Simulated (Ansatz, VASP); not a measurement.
## One calculation of Ta, two programs

```
CELL_PARAMETERS angstrom
-1.65323 1.65323 1.65323
1.65323 -1.65323 1.65323
1.65323 1.65323 -1.65323
ATOMIC_POSITIONS crystal
Ta 0.00000 0.00000 0.00000
```

Alike in both runs: functional r2SCAN; k mesh 32 × 32 × 32; occupations gaussian, width 0.3 eV; no spin polarisation.

Ansatz relaxed the structure, and its values are those at the end. VASP's run is a single point on that final structure, the one shown.

```csv
,VASP,Ansatz
version,VASP 6.6.1,Ansatz 0.2.0
potentials or method,"VASP PAW PBE potentials, release 64 (Ta_pv)","scalar-relativistic, plane waves, PAW"
plane-wave cutoff (eV),520,500
valence electrons in the cell,11,13
```

```tsv
	VASP	Ansatz	Ansatz less VASP
gap on the k mesh at the Fermi level (eV)	none	none	-
pressure (GPa)	0.6	0.0	-0.63
```

VASP's potentials were made for PBE, not for r2SCAN. A gap of «none» marks a metal or a gap that the smearing closes. The functional is the same, so the differences come from potentials, cutoffs and numerics. VASP's potentials hold 11 valence electrons a cell and Ansatz's 13, so a difference there can come from the potentials and not from the codes.

Spin-orbit coupling is off throughout.
